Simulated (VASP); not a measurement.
A run of VASP 6.6.1 is set up as follows.

The input INCAR:

```
ALGO = Fast ; EDIFF = 1E-6
ENCUT = 520 ; GGA = PE
ISIF = 2 ; ISMEAR = 0
LASPH = True ; LCHARG = False
LREAL = False ; LWAVE = False
NBANDS = 24 ; NELM = 100
PREC = Accurate ; SIGMA = 0.1
```

File KPOINTS:

```
k-points
0
Gamma
  12 12 12
```

File POSCAR:

```
Sn2Te
1.0
    5.1131733934      0.0000000000      0.0000000000
   -2.5565866967      4.4281380526      0.0000000000
    0.0000000000      0.0000000000      4.0328198897
Sn Te
2 1
Direct
    0.3333333333      0.6666666667      0.5000000000
    0.6666666667      0.3333333333      0.5000000000
    0.0000000000      0.0000000000      0.0000000000
```

Potentials or basis: VASP PAW PBE potentials, release 64 (Sn_d, Te).

The run is started by

```console
$ cat potpaw_PBE.64/Sn_d/POTCAR potpaw_PBE.64/Te/POTCAR > POTCAR
$ mpirun -np 1 vasp_std > vasp.out
```

**Question.** Estimate the pressure.

**Answer.** -0.1 GPa.

**Question.** Predict the band gap on the k mesh.

**Answer.** Zero (band 17 reaches 7.92 eV, above the bottom of band 18 at 4.99 eV).

Caveat: spin-orbit coupling is left out, which moves the levels of the heavy elements.
